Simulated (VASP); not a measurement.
Input of a VASP 6.6.1 run:

The input INCAR:

```
ALGO = Normal
EDIFF = 1E-6
EDIFFG = -0.01
ENCUT = 600
GGA = PE
IBRION = 2
ISIF = 3
ISMEAR = 0
LASPH = True
LCHARG = False
LREAL = False
LWAVE = False
NELM = 60
NSW = 80
PREC = Accurate
SIGMA = 0.05
```

File KPOINTS:

```
k-points
0
Gamma
  8 8 4
```

POSCAR

```
ZnS
1.0
    3.8110000000      0.0000000000      0.0000000000
   -1.9055000000      3.3004228138      0.0000000000
    0.0000000000      0.0000000000      6.2340000000
Zn S
2 2
Direct
    0.3333333333      0.6666666667      0.0000000000
    0.6666666667      0.3333333333      0.5000000000
    0.3333333333      0.6666666667      0.3850000000
    0.6666666667      0.3333333333      0.8850000000
```

Potentials or basis: VASP PAW PBE potentials, release 64 (Zn, S).

Command:

```bash
$ cat potpaw_PBE.64/Zn/POTCAR potpaw_PBE.64/S/POTCAR > POTCAR
$ mpirun -np 1 vasp_std > vasp.out
```

Predict the band gap on the k mesh.

2.07 eV.

What does it give for the relaxed volume?

20.25 Å³/atom.

Final structure:
```cif
data_structure
_symmetry_space_group_name_H-M 'P 1'
_symmetry_Int_Tables_number 1
_cell_length_a 3.8489
_cell_length_b 3.8489
_cell_length_c 6.3126
_cell_angle_alpha 90.000
_cell_angle_beta 90.000
_cell_angle_gamma 120.000
_cell_volume 80.98
loop_
_atom_site_label
_atom_site_type_symbol
_atom_site_fract_x
_atom_site_fract_y
_atom_site_fract_z
_atom_site_occupancy
Zn1 Zn 0.33333 0.66667 0.00522 1
Zn2 Zn 0.66667 0.33333 0.50522 1
S1 S 0.33333 0.66667 0.37978 1
S2 S 0.66667 0.33333 0.87978 1
```

PBE usually gives volumes a little too large and moduli too small. Zero-point motion and thermal expansion aren't in these numbers.
